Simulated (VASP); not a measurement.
# In3B4 (Immm) in VASP: single point with r2SCAN

Aim: the single point of In3B4 with r2SCAN.

All numbers are computed with VASP 6.6.1; they aren't measurements. Logs are shortened: lines on timing, memory, paths and dates and some standing lists are left out, and cuts for length are marked.

### Step 1. The cell of the first run

The structure is orthorhombic, space group Immm (No. 71). The conventional cell has a = 3.534 Å, b = 3.575 Å, c = 15.586 Å, α = 90.00°, β = 90.00°, γ = 90.00°. In (site symmetry mm2) has 7 B at 2.60 to 2.72 Å and 10 In at 3.21 to 3.57 Å within 3.6 Å. In (site symmetry mmm) has 12 B at 2.71 to 2.81 Å and 8 In at 3.40 to 3.57 Å within 3.6 Å. B (site symmetry mm2) has 2 B at 2.11 Å and 7 In at 2.62 to 2.81 Å within 2.9 Å. B (site symmetry mm2) has 3 B at 2.02 to 2.11 Å and 6 In at 2.60 to 2.71 Å within 2.8 Å.

### Step 2. Single point, r2SCAN

The input, POSCAR:

```
In3B4
1.0
    0.0000000000      0.0000000000      3.5338160000
    3.5745170000      0.0000000000      0.0000000000
    1.7872590000      7.7930700000     -1.7669080000
In B
3 4
Direct
    0.1861000000      0.8139000000      0.3722000000
    0.8139000000      0.1861000000      0.6278000000
    0.5000000000      0.0000000000      0.0000000000
    0.3607000000      0.6393000000      0.7214000000
    0.6393000000      0.3607000000      0.2786000000
    0.9351000000      0.5649000000      0.8702000000
    0.0649000000      0.4351000000      0.1298000000
```

The input, INCAR.step1:

```
PREC = Accurate
ENCUT = 520
ISMEAR = -1
SIGMA = 0.1
LREAL = False
LASPH = True
NELM = 80
NBANDS = 34
GGA = PE
ALGO = Normal
EDIFF = 1E-4
LWAVE = True
LCHARG = False
```

The input, INCAR.step2:

```
PREC = Accurate
ENCUT = 520
EDIFF = 1E-6
ISMEAR = -1
SIGMA = 0.1
LREAL = False
LASPH = True
NELM = 80
ALGO = Normal
ISIF = 2
LWAVE = False
LCHARG = True
METAGGA = R2SCAN
LMIXTAU = True
LELF = True
LVHAR = True
NBANDS = 34
ISTART = 1
```

The input, KPOINTS:

```
regular mesh
0
Gamma
  7 7 7
```

Potentials or basis: VASP PAW PBE potentials, release 64 (In_d, B).

Started as:

```
> cat potpaw_PBE.64/In_d/POTCAR potpaw_PBE.64/B/POTCAR > POTCAR
> cp INCAR.step1 INCAR
> mpirun -np 1 vasp_std > vasp.out
> cp INCAR.step2 INCAR
> mpirun -np 1 vasp_std > vasp.out
```

OUTCAR:

```text
PREC = Accurate
   ENCUT = 520
   EDIFF = 1E-6
   ISMEAR = -1
   LREAL = False
   LASPH = True
   NELM = 80
   ISIF = 2
   METAGGA = R2SCAN
   ISTART = 1

 ion  position               nearest neighbor table
   1  0.186  0.814  0.372-   7 2.60   7 2.60   5 2.62   5 2.62   5 2.62   5 2.62   4 2.72   2 3.21
                             2 3.21   2 3.21   2 3.21   3 3.40   3 3.40
   2  0.814  0.186  0.628-   6 2.60   6 2.60   4 2.62   4 2.62   4 2.62   4 2.62   5 2.72   1 3.21
                             1 3.21   1 3.21   1 3.21   3 3.40   3 3.40
   3  0.500  0.000  0.000-   7 2.71   6 2.71   7 2.71   6 2.71   7 2.71   7 2.71   6 2.71   6 2.71
                             5 2.81   4 2.81   4 2.81   5 2.81   1 3.40   2 3.40   2 3.40   1 3.40
   4  0.361  0.639  0.721-   6 2.11   6 2.11   2 2.62   2 2.62   2 2.62   2 2.62   1 2.72   3 2.81
                             3 2.81
   5  0.639  0.361  0.279-   7 2.11   7 2.11   1 2.62   1 2.62   1 2.62   1 2.62   2 2.72   3 2.81
                             3 2.81
   6  0.935  0.565  0.870-   7 2.02   4 2.11   4 2.11   2 2.60   2 2.60   3 2.71   3 2.71   3 2.71
                             3 2.71
   7  0.065  0.435  0.130-   6 2.02   5 2.11   5 2.11   1 2.60   1 2.60   3 2.71   3 2.71   3 2.71
                             3 2.71

  LATTYP: Found a body centered orthorhombic cell.
 ALAT       =     3.5338160000
 B/A-ratio  =     1.0115175776
 C/A-ratio  =     4.4105691977

  Lattice vectors:

 A1 = (   1.7872580000,  -7.7930700000,   1.7669080000)
 A2 = (  -1.7872590000,  -7.7930700000,  -1.7669080000)
 A3 = (   1.7872590000,   7.7930700000,  -1.7669080000)

Analysis of symmetry for initial positions (statically):
=====================================================================
 Subroutine PRICEL returns:
 Original cell was already a primitive cell.

 Routine SETGRP: Setting up the symmetry group for a
 body centered orthorhombic supercell.

 Subroutine GETGRP returns: Found  8 space group operations
 (whereof  8 operations were pure point group operations)
 out of a pool of  8 trial point group operations.

The static configuration has the point symmetry D_2h.

Analysis of symmetry for dynamics (positions and initial velocities):
=====================================================================
 Subroutine PRICEL returns:
 Original cell was already a primitive cell.

 Routine SETGRP: Setting up the symmetry group for a
 body centered orthorhombic supercell.

 Subroutine GETGRP returns: Found  8 space group operations
 (whereof  8 operations were pure point group operations)
[... 118 lines left out ...]
   ISIF   =      2    stress and relaxation
   ISYM   =      2    0-nonsym 1-usesym 2-fastsym
   POTIM  = 0.5000    time-step for ionic-motion
   TEBEG  =    0.0;   TEEND  =   0.0 temperature during run
   PSTRESS=    0.0 pullay stress
   NELECT =      51.0000    total number of electrons
   NUPDOWN=      -1.0000    fix difference up-down
   EMIN   =  10.00;   EMAX   =-10.00  energy-range for DOS
   EFERMI =   0.00;   METHOD = LEGACY
   ISMEAR =    -1;   SIGMA  =   0.10  broadening in eV -4-tet -1-fermi 0-gaus
   EFERMI_NEDOS =   21; number of points for ismear=-14 and -15
   IALGO  =     38    algorithm
   IMIX   =      4    mixing-type and parameters
     AMIX     =   0.40;   BMIX     =  1.00
     AMIX_MAG =   1.60;   BMIX_MAG =  1.00
  volume/ion in A,a.u.               =      14.06        94.90
  Fermi-wavevector in a.u.,A,eV,Ry     =   1.314846  2.484699 23.522029  1.728820
  Thomas-Fermi vector in A             =   2.445070
   LORBIT       =      0    0 simple, 1 ext, 2 COOP (PROOUT), +10 PAW based schemes
   METAGGA = R2SCAN    functional components
   LHFCALC =     F    Hartree Fock is set to
   AEXX    =    0.0000 exact exchange contribution
   IVDW    =     0    specifies the selected vdW correction
   LEPSILON=     F    determine dielectric tensor
   LRPA    =     F    only Hartree local field effects (RPA)
 non-spin polarized calculation
  energy-cutoff  :      520.00
  volume of cell :       98.44
 maximum number of plane-waves:      2677
 NGX is ok and might be reduce to    28
   NGX = 13   NGY = 13   NGZ = 31

 number of electron      50.9999999 magnetization

 Free energy of the ion-electron system (eV)
  ---------------------------------------------------
  ext. energy  EPLUGINS =         0.00000000
  ---------------------------------------------------
  free energy    TOTEN  =       -90.28200119 eV

  energy without entropy =      -90.22250199  energy(sigma->0) =      -90.25225159

 E-fermi :   8.6943     XC(G=0): -12.1097

 val. band max:        8.6701163908   @ k =   0.4286   0.2857   0.0000
 cond. band min:       8.7055896238   @ k =   0.2857  -0.1429   0.2857
 fundamental gap:      0.0354732330
 Fermi energy:         8.6942609292

 k-point     1 :       0.0000    0.0000    0.0000
  band No.  band energies     occupation
      1      -7.1038      2.00000
      2      -7.0599      2.00000
      3      -6.9750      2.00000
      4      -6.9513      2.00000
      5      -6.9469      2.00000
      6      -6.9267      2.00000
[... 877 lines left out ...]
     33      13.5801      0.00000
     34      14.9820      0.00000

 [... further k-points ...]

------------------------ aborting loop because EDIFF is reached ----------------------------------------

  FORCE on cell =-STRESS in cart. coord.  units (eV):
  Direction    XX          YY          ZZ          XY          YZ          ZX
  --------------------------------------------------------------------------------------
  -------------------------------------------------------------------------------------
  Total        7.0438078     -8.3783315    -11.3844927     -0.0000005      0.0000000      0.0000000
  in kB      114.6431737   -136.3635325   -185.2910271     -0.0000087      0.0000000      0.0000000
  external PRESSURE =     -69.0037953 kB  Pullay stress =       0.0000000 kB

 VOLUME and BASIS-vectors are now :
 -----------------------------------------------------------------------------
  energy-cutoff  :      520.00
  volume of cell :       98.44
      direct lattice vectors                 reciprocal lattice vectors
     0.000000000  0.000000000  3.533816000     0.000000000  0.064159567  0.282980212
     3.574517000  0.000000000  0.000000000     0.279758076 -0.064159585  0.000000000
     1.787259000  7.793070000 -1.766908000     0.000000000  0.128319135  0.000000000

 POSITION                                       TOTAL-FORCE (eV/Angst)
 -----------------------------------------------------------------------------------
      3.57452      2.90058      0.00000        -0.000000     -0.056129      0.000000
      1.78726      4.89249      1.76691         0.000000      0.056129      0.000000
      0.00000      0.00000      1.76691        -0.000000      0.000000      0.000000
      3.57452      5.62192      0.00000         0.000000      1.483782     -0.000000
      1.78726      2.17115      1.76691        -0.000000     -1.483782      0.000000
      3.57452      6.78153      1.76691         0.000000      0.012613      0.000000
      1.78726      1.01154      0.00000        -0.000000     -0.012613     -0.000000
 -----------------------------------------------------------------------------------
    total drift:                                0.000000      0.000000     -0.000000

  FREE ENERGIE OF THE ION-ELECTRON SYSTEM (eV)
  ---------------------------------------------------
  free  energy   TOTEN  =       -90.2820011855 eV

  energy  without entropy=      -90.2225019910  energy(sigma->0) =      -90.25225159
```

OUTCAR.step1:

```text
PREC = Accurate
   ENCUT = 520
   ISMEAR = -1
   LREAL = False
   LASPH = True
   NELM = 80
[... 1136 lines left out ...]
      1.78726      2.17115      1.76691        -0.000000     -1.552260     -0.000000
      3.57452      6.78153      1.76691         0.000000      0.021069     -0.000000
      1.78726      1.01154      0.00000        -0.000000     -0.021069      0.000000
 -----------------------------------------------------------------------------------
    total drift:                                0.000000      0.000000     -0.000000

  FREE ENERGIE OF THE ION-ELECTRON SYSTEM (eV)
  ---------------------------------------------------
  free  energy   TOTEN  =       -27.6252736456 eV

  energy  without entropy=      -27.5612928090  energy(sigma->0) =      -27.59328323
```

It took 21 min on 1 thread of Intel Xeon Platinum 8259CL at 2.50GHz (Skylake/Cascade Lake), shared host; peak memory 0.34 GiB.

What came out:

```
Free energy            : -90.2820 eV
Pressure               : -6.9 GPa
Largest force          : 1.484 eV/Å
Band gap on the k mesh : zero (an odd number of electrons rules out a gap without spin polarisation)
```

Forces on the atoms (eV/Å):
```
In   0.000 -0.056  0.000
In   0.000  0.056  0.000
In   0.000  0.000  0.000
B    0.000  1.484  0.000
B    0.000 -1.484  0.000
B    0.000  0.013  0.000
B    0.000 -0.013  0.000
```

Levels at points of the mesh, in eV from the Fermi level:
```tsv
k point	band 22	band 23	band 24	band 25	band 26	band 27	band 28	band 29
(0.00, 0.00, 0.00)	-2.69	-2.39	-1.82	-0.07	0.73	1.35	2.08	2.33
```

Caveat: the stress differs along the axes, from -19 to 11 GPa; the PAW data sets were made with another functional, which shifts forces and pressure a little; spin-orbit coupling is left out, which moves the levels of the heavy elements; an odd number of electrons without spin polarisation forces a metal; a magnetic or distorted state may lie lower.

The gap in the log of VASP goes by the Fermi energy; the results here count the filled bands.